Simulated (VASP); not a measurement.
Write the native input for VASP 6.6.1 that does the following.

* Task: single point
* Functional: LDA
* Potentials or basis: VASP PAW LDA potentials, release 64 (Zr_sv)
* Cutoff: 520 eV
* k mesh: 9 × 9 × 5
* Occupations: fermi-dirac, width 0.05 eV
* Spin: no spin polarisation
* Dipole correction: no
* Further INCAR settings: ALGO = Normal; EDIFF = 1e-06; NBANDS = 19

The structure of Zr lies in POSCAR:

```
Zr
1.0
    3.2320000000      0.0000000000      0.0000000000
   -1.6160000000      2.7989941050      0.0000000000
    0.0000000000      0.0000000000      5.1470000000
Zr
2
Direct
    0.6666666667      0.3333333333      0.7500000000
    0.3333333333      0.6666666667      0.2500000000
```

The input as run:

INCAR

```
PREC = Accurate
ENCUT = 520
EDIFF = 1E-6
ISMEAR = -1
SIGMA = 0.05
LREAL = F
LASPH = T
NELM = 100
ALGO = Normal
ISIF = 2
LWAVE = F
LCHARG = F
GGA = CA
NBANDS = 19
```

KPOINTS

```
regular mesh
0
Gamma
  9 9 5
```

Potentials or basis: VASP PAW LDA potentials, release 64 (Zr_sv).

Command:

```sh
$ cat potpaw_LDA.64/Zr_sv/POTCAR > POTCAR
$ mpirun -np 1 vasp_std > vasp.out
```

Results of the run:

```yaml
Pressure: -6.0 GPa
Band_gap_on_the_k_mesh: zero (band 12 reaches 9.62 eV, above the bottom of band 13 at 8.56 eV)
```

Wall time 40 s on 1 thread of AMD EPYC 7R43 64-Core Processor (Zen 3) (shared host), peak memory 0.12 GiB.
